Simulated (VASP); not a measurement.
A run of VASP 6.6.1:

INCAR

```
SYSTEM = Ru
ALGO     = Fast           ! electronic algorithm
EDIFF    = 1E-6           ! SCF threshold, eV
ENCUT    = 520            ! plane-wave cutoff, eV
GGA      = PE             ! functional
ISIF     = 2              ! what is computed and relaxed
ISMEAR   = 0              ! smearing method
LASPH    = .TRUE.         ! aspherical terms in the spheres
LCHARG   = .FALSE.        ! write CHGCAR
LREAL    = .FALSE.        ! projectors in reciprocal space
LWAVE    = .FALSE.        ! write WAVECAR
NBANDS   = 21             ! bands
NELM     = 100            ! most SCF steps
PREC     = Accurate       ! precision mode
SIGMA    = 0.15           ! smearing width, eV
```

The input KPOINTS:

```
k-points
0
G
  30 30 16
  0 0 0
```

POSCAR

```
Ru
1.0
    2.7572903392      0.0000000000      0.0000000000
   -1.3786451696      2.3878834793      0.0000000000
    0.0000000000      0.0000000000      4.1814112011
Ru
2
Direct
    0.3333333333      0.6666666667      0.2500000000
    0.6666666667      0.3333333333      0.7500000000
```

Potentials or basis: VASP PAW PBE potentials, release 64 (Ru_pv).

Launch:

```sh
$ cat potpaw_PBE.64/Ru_pv/POTCAR > POTCAR
$ mpirun -np 1 vasp_std > vasp.out
```

Hardware: 1 thread of Intel Xeon 8259CL, with other jobs on the host.

Question: Estimate the wall time of this run.

Answer: Run time: 13 min on 1 thread of Intel Xeon 8259CL, on a shared host, peak memory 0.45 GiB. Counts: scf iterations 13, k points 819.
